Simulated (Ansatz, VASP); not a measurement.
Two plane-wave programs on Hf

```
CELL_PARAMETERS angstrom
3.18859 0.00000 0.00000
-1.59430 2.76140 0.00000
0.00000 0.00000 5.04583
ATOMIC_POSITIONS crystal
Hf 0.33333 0.66667 0.25000
Hf 0.66667 0.33333 0.75000
```

Alike in both runs: task single point; functional BLYP; k mesh 18 × 18 × 10; occupations fermi-dirac, width 0.1 eV; no spin polarisation.

```csv
,VASP,Ansatz
version,VASP 6.6.1,Ansatz 0.2.0
potentials or method,"VASP PAW PBE potentials, release 64 (Hf_pv), cutoff 520 eV","plane waves (420 eV) with PAW, scalar-relativistic"
valence electrons in the cell,20,52
```

|  | VASP | Ansatz | Ansatz less VASP |
| --- | --- | --- | --- |
| pressure (GPa) | 4.5 | 4.4 | -0.04 |
| traceless stress, the component that is largest in VASP (GPa) | 0.12 | 0.15 | +0.029 |

VASP's potentials were made for PBE, not for BLYP. VASP's potentials hold 20 valence electrons a cell and Ansatz's 52, so a difference there can come from the potentials and not from the codes.

Spin-orbit coupling is off throughout.
